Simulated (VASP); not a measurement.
**CaS: relaxation of cell and atoms with PBE**

The system is CaS.

```
Ca S
1.0
     0.00000    2.85603    2.85603
     2.85603    0.00000    2.85603
     2.85603    2.85603    0.00000
Ca S
1 1
Direct
  0.00000 0.00000 0.00000
  0.50000 0.50000 0.50000
```

- Program: VASP 6.6.1
- Task: relaxation of cell and atoms
- Functional: PBE
- Potentials or basis: VASP PAW PBE potentials, release 64 (Ca_sv, S)
- Cutoff: 500 eV
- k mesh: 8 × 8 × 8
- Occupations: gaussian, width 0.01 eV
- Spin: no spin polarisation
- Dipole correction: no
- Further INCAR settings: ALGO = Normal; EDIFF = 1e-07; IBRION = 2; EDIFFG = -0.001; NSW = 80; ISIF = 3

```yaml
Relaxed_volume: 23.35 Å³/atom
Relaxed_cell: a = 4.042 Å, b = 4.042 Å, c = 4.042 Å, α = 60.00°, β = 60.00°, γ = 60.00°
Space_group_after_relaxing_to_0.1_Å: Fm-3m (No. 225)
Energy_gained_by_relaxing: 0.0 meV/atom
Ionic_steps: 3
Pressure_after_relaxing: 0.0 GPa
Band_gap_on_the_k_mesh: 2.38 eV (least direct gap 3.18 eV)
```

Final structure:
```xyz
2
Lattice="0.0000 2.8582 2.8582 2.8582 0.0000 2.8582 2.8582 2.8582 0.0000" Properties=species:S:1:pos:R:3 pbc="T T T"
Ca    0.0000    0.0000    0.0000
S     2.8582    2.8582    2.8582
```

Levels at points of the mesh, in eV from the valence-band top:
```tsv
k point	band 5	band 6	band 7	band 8	band 9	band 10	band 11	band 12
(0.00, 0.00, 0.00)	-11.29	0.00	0.00	0.00	4.08	4.17	4.17	4.17
(0.50, 0.00, 0.00)	-10.50	-3.05	-1.13	-1.13	5.20	6.02	6.16	6.16
(0.50, 0.50, 0.00)	-10.68	-2.25	-0.80	-0.80	2.38	5.58	5.96	6.72
```

Run time: 54 s on 1 thread of Intel(R) Xeon(R) Platinum 8259CL CPU @ 2.50GHz (Skylake/Cascade Lake) (shared host), peak memory 0.17 GiB.

A k mesh can miss the band edges.
